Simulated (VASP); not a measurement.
# Rh (Fm-3m) in VASP: a series of runs

Rh is run at these levels: PBE; tasks: single point.

Everything below comes from runs of VASP 6.6.1. Logs are shortened: lines on timing, memory, paths and dates and some standing lists are left out, and cuts for length are marked.

### 1 The cell of the first run

The structure is cubic, space group Fm-3m (No. 225). Conventional cell: a = 3.670 Å, b = 3.670 Å, c = 3.670 Å, α = 90.00°, β = 90.00°, γ = 90.00°. Rh (site symmetry m-3m) has 12 Rh at 2.60 Å within 3.4 Å.

### 2 Single point, PBE, collinear spin, ferromagnetic start (12.36 Å³/atom)

Contents of INCAR:

```
SYSTEM = Rh
PREC     = Accurate       ! precision mode
ENCUT    = 520            ! plane-wave cutoff, eV
EDIFF    = 1E-6           ! SCF threshold, eV
ISMEAR   = 0              ! smearing method
SIGMA    = 0.15           ! smearing width, eV
LREAL    = .False.        ! projectors in reciprocal space
LASPH    = .True.         ! aspherical terms in the spheres
NELM     = 150            ! most SCF steps
ALGO     = Fast           ! electronic algorithm
ISIF     = 2              ! what is computed and relaxed
LWAVE    = .False.        ! write WAVECAR
LCHARG   = .True.         ! write CHGCAR
ISPIN    = 2              ! spin polarisation
MAGMOM   = 0.375          ! initial moments
LORBIT   = 11             ! projections on sites
NUPDOWN  = 0.375          ! fixed moment
LMAXMIX  = 4              ! l up to which the mixer works
GGA      = PE             ! functional
LELF     = .True.         ! ELF
LVHAR    = .True.       
NBANDS   = 18             ! bands
```

Contents of KPOINTS:

```
Automatic mesh
0
Gamma
  22 22 22
  0 0 0
```

Contents of POSCAR:

```
Rh
1.0
    0.0000000000      1.8351625453      1.8351625453
    1.8351625453      0.0000000000      1.8351625453
    1.8351625453      1.8351625453      0.0000000000
Rh
1
Direct
    0.0000000000      0.0000000000      0.0000000000
```

Potentials or basis: VASP PAW PBE potentials, release 64 (Rh_pv).

Launch:

```
$ cat potpaw_PBE.64/Rh_pv/POTCAR > POTCAR
$ mpirun -np 1 vasp_std > vasp.out
```

OUTCAR:

```text
SYSTEM = Rh
   PREC = Accurate
   ENCUT = 520
   EDIFF = 1E-6
   ISMEAR = 0
   LREAL = .False.
   LASPH = .True.
   NELM = 150
   ISIF = 2
   ISPIN = 2
   LORBIT = 11
   NUPDOWN = 0.375
   GGA = PE

 ion  position               nearest neighbor table
   1  0.000  0.000  0.000-

  LATTYP: Found a face centered cubic cell.
 ALAT       =     3.6703250906

  Lattice vectors:

 A1 = (   0.0000000000,   1.8351625453,   1.8351625453)
 A2 = (   1.8351625453,   0.0000000000,   1.8351625453)
 A3 = (   1.8351625453,   1.8351625453,   0.0000000000)

Analysis of symmetry for initial positions (statically):
=====================================================================
 Subroutine PRICEL returns:
 Original cell was already a primitive cell.

 Routine SETGRP: Setting up the symmetry group for a
 face centered cubic supercell.

 Subroutine GETGRP returns: Found 48 space group operations
 (whereof 48 operations were pure point group operations)
 out of a pool of 48 trial point group operations.

The static configuration has the point symmetry O_h .

Analysis of symmetry for dynamics (positions and initial velocities):
=====================================================================
 Subroutine PRICEL returns:
 Original cell was already a primitive cell.

 Routine SETGRP: Setting up the symmetry group for a
 face centered cubic supercell.

 Subroutine GETGRP returns: Found 48 space group operations
 (whereof 48 operations were pure point group operations)
 out of a pool of 48 trial point group operations.

The dynamic configuration has the point symmetry O_h .

Analysis of structural, dynamic, and magnetic symmetry:
=====================================================================
 Subroutine PRICEL returns:
 Original cell was already a primitive cell.

 Routine SETGRP: Setting up the symmetry group for a
 face centered cubic supercell.

 Subroutine GETGRP returns: Found 48 space group operations
 (whereof 48 operations were pure point group operations)
 out of a pool of 48 trial point group operations.

The overall configuration has the point symmetry O_h .

 Subroutine INISYM returns: Found 48 space group operations
 (whereof 48 operations are pure point group operations),
 and found     1 'primitive' translations

----------------------------------------------------------------------------------------

                                     Primitive cell

  volume of cell :      12.3610

[... 98 lines left out ...]
   NUPDOWN=       0.3750    fix difference up-down
   EMIN   =  10.00;   EMAX   =-10.00  energy-range for DOS
   EFERMI =   0.00;   METHOD = LEGACY
   ISMEAR =     0;   SIGMA  =   0.15  broadening in eV -4-tet -1-fermi 0-gaus
   EFERMI_NEDOS =   21; number of points for ismear=-14 and -15
   IALGO  =     68    algorithm
   IMIX   =      4    mixing-type and parameters
     AMIX     =   0.40;   BMIX     =  1.00
     AMIX_MAG =   1.60;   BMIX_MAG =  1.00
  volume/ion in A,a.u.               =      12.36        83.42
  Fermi-wavevector in a.u.,A,eV,Ry     =   1.746173  3.299789 41.485820  3.049122
  Thomas-Fermi vector in A             =   2.817718
   LORBIT       =     11    0 simple, 1 ext, 2 COOP (PROOUT), +10 PAW based schemes
   GGA     = PE    functional components
   LHFCALC =     F    Hartree Fock is set to
   AEXX    =    0.0000 exact exchange contribution
   IVDW    =     0    specifies the selected vdW correction
   LEPSILON=     F    determine dielectric tensor
   LRPA    =     F    only Hartree local field effects (RPA)
 spin polarized calculation
 RMM-DIIS sequential band-by-band and
 Gauss-broadening in eV      SIGMA  =   0.15
  energy-cutoff  :      520.00
  volume of cell :       12.36
 maximum number of plane-waves:       342
   NGX =  9   NGY =  9   NGZ =  9

 number of electron      15.0000000 magnetization       0.3750000

 Free energy of the ion-electron system (eV)
  ---------------------------------------------------
  ext. energy  EPLUGINS =         0.00000000
  ---------------------------------------------------
  free energy    TOTEN  =        -7.01582698 eV

  energy without entropy =       -7.00298278  energy(sigma->0) =       -7.00940488

 E-fermi :  13.7481     XC(G=0): -14.7278

 val. band max:       14.1427040482   @ k =  -0.4091   0.3636   0.1818
 cond. band min:      13.7504936582   @ k =  -0.3182   0.2273   0.0455
 fundamental gap:     -0.3922103900
 Fermi energy:        14.1511159656

 spin component 1

 k-point     1 :       0.0000    0.0000    0.0000
  band No.  band energies     occupation
      1     -32.7386      1.00000
      2     -32.7386      1.00000
      3     -32.7386      1.00000
      4       5.1790      1.00000
      5      10.2223      1.00000
      6      10.2223      1.00000
[... 493 lines left out ...]
     17      48.0361      0.00000
     18      54.7056      0.00000

 [... further k-points ...]

 spin component 2

 k-point     1 :       0.0000    0.0000    0.0000
  band No.  band energies     occupation
      1     -32.4285      1.00000
      2     -32.4285      1.00000
      3     -32.4285      1.00000
      4       5.2421      1.00000
      5      10.4771      1.00000
      6      10.4771      1.00000
[... 493 lines left out ...]
     17      48.0996      0.00000
     18      54.8728      0.00000

 [... further k-points ...]

------------------------ aborting loop because EDIFF is reached ----------------------------------------

  FORCE on cell =-STRESS in cart. coord.  units (eV):
  Direction    XX          YY          ZZ          XY          YZ          ZX
  --------------------------------------------------------------------------------------
  -------------------------------------------------------------------------------------
  Total        3.6372271      3.6372271      3.6372271      0.0000000      0.0000000      0.0000000
  in kB      471.4410482    471.4410482    471.4410482      0.0000000      0.0000000      0.0000000
  external PRESSURE =     471.4410482 kB  Pullay stress =       0.0000000 kB

 VOLUME and BASIS-vectors are now :
 -----------------------------------------------------------------------------
  energy-cutoff  :      520.00
  volume of cell :       12.36
      direct lattice vectors                 reciprocal lattice vectors
     0.000000000  1.835162545  1.835162545    -0.272455430  0.272455430  0.272455430
     1.835162545  0.000000000  1.835162545     0.272455430 -0.272455430  0.272455430
     1.835162545  1.835162545  0.000000000     0.272455430  0.272455430 -0.272455430

 POSITION                                       TOTAL-FORCE (eV/Angst)
 -----------------------------------------------------------------------------------
      0.00000      0.00000      0.00000        -0.000000     -0.000000     -0.000000
 -----------------------------------------------------------------------------------
    total drift:                                0.000000     -0.000000      0.000000

  FREE ENERGIE OF THE ION-ELECTRON SYSTEM (eV)
  ---------------------------------------------------
  free  energy   TOTEN  =        -7.0158269821 eV

  energy  without entropy=       -7.0029827846  energy(sigma->0) =       -7.00940488

 total charge

# of ion       s       p       d       tot
------------------------------------------
    1        0.462   6.375   7.175  14.012

 magnetization (x)

# of ion       s       p       d       tot
------------------------------------------
    1        0.000   0.003   0.367   0.370
```

stdout:

```text
POSCAR found type information on POSCAR Rh
 POSCAR found :  1 types and       1 ions
 scaLAPACK will be used
 LDA part: xc-table for (Slater+PW92), standard interpolation
 POSCAR, INCAR and KPOINTS ok, starting setup
 FFT: planning ... GRIDC
 FFT: planning ... GRID_SOFT
 FFT: planning ... GRID
 WAVECAR not read
 entering main loop
WARNING in EDDRMM: call to ZHEGV failed, returncode =   8  4     12
```

Run time: 2.2 min. Hardware: 1 thread of Intel Xeon Platinum 8375C at 2.90GHz (Ice Lake), shared host; peak memory 0.21 GiB.

What came out:

```
Free energy                                           : -7.0158 eV
Pressure                                              : 47.1 GPa
Net moment                                            : 0.38 μB per cell
Site moments                                          : Rh +0.37 μB
Valence electrons inside the program's atomic spheres : Rh 14.01
```

Caveat: the cell stands under pressure; the total moment is fixed, so each spin has its own Fermi level and the state may be an excited one.

### 3 Single point, PBE, collinear spin, ferromagnetic start (12.36 Å³/atom)

Contents of INCAR:

```
SYSTEM = Rh
ALGO     = Normal         ! electronic algorithm
EDIFF    = 1E-6           ! SCF threshold, eV
ENCUT    = 520            ! plane-wave cutoff, eV
GGA      = PE             ! functional
ISIF     = 2              ! what is computed and relaxed
ISMEAR   = 0              ! smearing method
ISPIN    = 2              ! spin polarisation
LASPH    = .TRUE.         ! aspherical terms in the spheres
LCHARG   = .TRUE.         ! write CHGCAR
LELF     = .TRUE.         ! ELF
LMAXMIX  = 4              ! l up to which the mixer works
LORBIT   = 11             ! projections on sites
LREAL    = .FALSE.        ! projectors in reciprocal space
LVHAR    = .TRUE.       
LWAVE    = .FALSE.        ! write WAVECAR
MAGMOM   = 0.625          ! initial moments
NBANDS   = 18             ! bands
NELM     = 150            ! most SCF steps
NUPDOWN  = 0.625          ! fixed moment
PREC     = Accurate       ! precision mode
SIGMA    = 0.15           ! smearing width, eV
```

Contents of KPOINTS:

```
k-points
0
G
  22 22 22
  0 0 0
```

POSCAR is that of step 2.

Potentials or basis: VASP PAW PBE potentials, release 64 (Rh_pv).

Launch:

```
$ cat potpaw_PBE.64/Rh_pv/POTCAR > POTCAR
$ mpirun -np 1 vasp_std > vasp.out
```

Run time: 1.9 min. Hardware: 1 thread of Intel Xeon Platinum 8375C at 2.90GHz (Ice Lake), shared host; peak memory 0.21 GiB.

It converged, with:

```
Free energy                                           : -6.9501 eV
Pressure                                              : 49.7 GPa
Net moment                                            : 0.62 μB per cell
Site moments                                          : Rh +0.61 μB
Valence electrons inside the program's atomic spheres : Rh 14.01
```

Caveat: the cell stands under pressure; the total moment is fixed, so each spin has its own Fermi level and the state may be an excited one.

### 4 Single point, PBE, collinear spin, ferromagnetic start (15.73 Å³/atom)

This run uses another cell than the first one, of 15.73 Å³/atom.

Contents of INCAR:

```
SYSTEM = Rh
PREC = Accurate
ENCUT = 520
EDIFF = 1E-6
ISMEAR = 0
SIGMA = 0.15
LREAL = .FALSE.
LASPH = .TRUE.
NELM = 150
ALGO = Fast
ISIF = 2
LWAVE = .FALSE.
LCHARG = .FALSE.
ISPIN = 2
MAGMOM = 0.375
LORBIT = 11
NUPDOWN = 0.375
LMAXMIX = 4
GGA = PE
NBANDS = 18
```

Contents of KPOINTS:

```
regular mesh
0
G
  22 22 22
  0 0 0
```

Contents of POSCAR:

```
Rh
1.0
    0.0000000000      1.9887703994      1.9887703994
    1.9887703994      0.0000000000      1.9887703994
    1.9887703994      1.9887703994      0.0000000000
Rh
1
Direct
    0.0000000000      0.0000000000      0.0000000000
```

Potentials or basis: VASP PAW PBE potentials, release 64 (Rh_pv).

Launch:

```
$ cat potpaw_PBE.64/Rh_pv/POTCAR > POTCAR
$ mpirun -np 1 vasp_std > vasp.out
```

OUTCAR:

```text
SYSTEM = Rh
   PREC = Accurate
   ENCUT = 520
   EDIFF = 1E-6
   ISMEAR = 0
   LREAL = .FALSE.
   LASPH = .TRUE.
   NELM = 150
   ISIF = 2
   ISPIN = 2
   LORBIT = 11
   NUPDOWN = 0.375
   GGA = PE

 ion  position               nearest neighbor table
   1  0.000  0.000  0.000-

  LATTYP: Found a face centered cubic cell.
 ALAT       =     3.9775407988

  Lattice vectors:

 A1 = (   0.0000000000,   1.9887703994,   1.9887703994)
 A2 = (   1.9887703994,   0.0000000000,   1.9887703994)
 A3 = (   1.9887703994,   1.9887703994,   0.0000000000)
[... 1217 lines left out ...]
  -------------------------------------------------------------------------------------
  Total       -2.0357406     -2.0357406     -2.0357406      0.0000000      0.0000000      0.0000000
  in kB     -207.3237649   -207.3237649   -207.3237649      0.0000000      0.0000000      0.0000000
  external PRESSURE =    -207.3237649 kB  Pullay stress =       0.0000000 kB

 VOLUME and BASIS-vectors are now :
 -----------------------------------------------------------------------------
  energy-cutoff  :      520.00
  volume of cell :       15.73
      direct lattice vectors                 reciprocal lattice vectors
     0.000000000  1.988770399  1.988770399    -0.251411626  0.251411626  0.251411626
     1.988770399  0.000000000  1.988770399     0.251411626 -0.251411626  0.251411626
     1.988770399  1.988770399  0.000000000     0.251411626  0.251411626 -0.251411626

 POSITION                                       TOTAL-FORCE (eV/Angst)
 -----------------------------------------------------------------------------------
      0.00000      0.00000      0.00000        -0.000000      0.000000     -0.000000
 -----------------------------------------------------------------------------------
    total drift:                               -0.000000     -0.000000     -0.000000

  FREE ENERGIE OF THE ION-ELECTRON SYSTEM (eV)
  ---------------------------------------------------
  free  energy   TOTEN  =        -7.1254177570 eV

  energy  without entropy=       -7.1057306156  energy(sigma->0) =       -7.11557419

 total charge

# of ion       s       p       d       tot
------------------------------------------
    1        0.360   6.222   6.998  13.579

 magnetization (x)

# of ion       s       p       d       tot
------------------------------------------
    1       -0.001  -0.001   0.378   0.377
```

OSZICAR:

```text
N       E                     dE             d eps       ncg     rms          rms(c)
DAV:   1     0.133439846275E+03    0.13344E+03   -0.80558E+03 23752   0.869E+02
DAV:   2    -0.505517968352E+01   -0.13850E+03   -0.13108E+03 25398   0.291E+02
DAV:   3    -0.761056938323E+01   -0.25554E+01   -0.25402E+01 27130   0.420E+01
DAV:   4    -0.762011103810E+01   -0.95417E-02   -0.95408E-02 26138   0.260E+00
DAV:   5    -0.762017761408E+01   -0.66576E-04   -0.66575E-04 25842   0.193E-01    0.741E+00
RMM:   6    -0.713466719165E+01    0.48551E+00   -0.56711E-01 26459   0.603E+00    0.237E+00
RMM:   7    -0.712793066048E+01    0.67365E-02   -0.13708E-02 26314   0.107E+00    0.133E+00
RMM:   8    -0.712471937686E+01    0.32113E-02   -0.23899E-03 28120   0.429E-01    0.316E-01
RMM:   9    -0.712542584271E+01   -0.70647E-03   -0.26468E-04 29162   0.154E-01    0.477E-02
RMM:  10    -0.712541753530E+01    0.83074E-05   -0.25602E-05 29838   0.524E-02    0.129E-02
RMM:  11    -0.712541775703E+01   -0.22174E-06   -0.42258E-06 27305   0.224E-02
   1 F= -.71254178E+01 E0= -.71155742E+01  d E =-.196871E-01  mag=     0.3750
```

Run time: 98 s. Hardware: 1 thread of AMD EPYC 9R45 (Zen 5), shared host; peak memory 0.22 GiB.

Results:

```yaml
Free_energy: -7.1254 eV
Pressure: -20.7 GPa
Net_moment: 0.38 μB per cell
Site_moments: Rh +0.38 μB
Valence_electrons_inside_the_program's_atomic_spheres: Rh 13.58
```

Caveat: the cell stands under tension; the total moment is fixed, so each spin has its own Fermi level and the state may be an excited one.

### 5 The runs side by side

| fixed moment (μB) | cell | pressure (GPa) | moment (μB) |
| --- | --- | --- | --- |
| 0.375 | a = 2.595 Å, angles 60.0°, 1 atom | 47.1 | 0.38 |
| 0.625 | a = 2.595 Å, angles 60.0°, 1 atom | 49.7 | 0.62 |
| 0.375 | a = 2.813 Å, angles 60.0°, 1 atom | -20.7 | 0.38 |

Alike in all rows: task single point; level PBE; potentials or basis VASP PAW PBE potentials, release 64 (Rh_pv); spin collinear, ferromagnetic start; k mesh 22 × 22 × 22; cutoff (eV) 520; smearing gaussian 0.15 eV.

Caveats: the total moment is fixed, so each spin has its own Fermi level and the state may be an excited one; the cell stands under pressure (at least some runs); the cell stands under tension (at least some runs).

Absolute energies hang on the potentials; compare differences alone.
